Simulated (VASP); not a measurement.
Here is a VASP 6.6.1 calculation.

INCAR

```
SYSTEM = Se
  PREC = Accurate
  ENCUT = 520
  EDIFF = 1E-8
  ISMEAR = -1
  SIGMA = 0.03
  LREAL = .False.
  LASPH = .True.
  NELM = 80
  ALGO = Normal
  ISIF = 2
  LWAVE = .False.
  LCHARG = .False.
  GGA = PE
  LEFG = .True.
  NBANDS = 16
```

Contents of KPOINTS:

```
regular mesh
0
Gamma
  6 6 5
  0 0 0
```

The input POSCAR:

```
Se
1.0
    4.4535239479      0.0000000000      0.0000000000
   -2.2267619740      3.8568648753      0.0000000000
    0.0000000000      0.0000000000      4.9536000000
Se
3
Direct
    0.2254000000      0.0000000000      0.3333333333
    0.0000000000      0.2254000000      0.6666666667
    0.7746000000      0.7746000000      0.0000000000
```

Potentials or basis: VASP PAW PBE potentials, release 64 (Se).

Command:

```sh
$ cat potpaw_PBE.64/Se/POTCAR > POTCAR
$ mpirun -np 1 vasp_std > vasp.out
```

(1) What does it give for the band gap on the k mesh?

(2) Estimate the pressure.

(3) What does it give for the largest force?

Answers

(1) 1.31 eV, indirect (least direct gap 1.58 eV).

(2) 1.0 GPa.

(3) 0.053 eV/Å.

Caveat: the cell differs from its parent crystal (equal xx and yy strain of +2 %); without QUAD_EFG the Cq values of the log hold for a quadrupole moment of 1 mb, not for the nuclei.
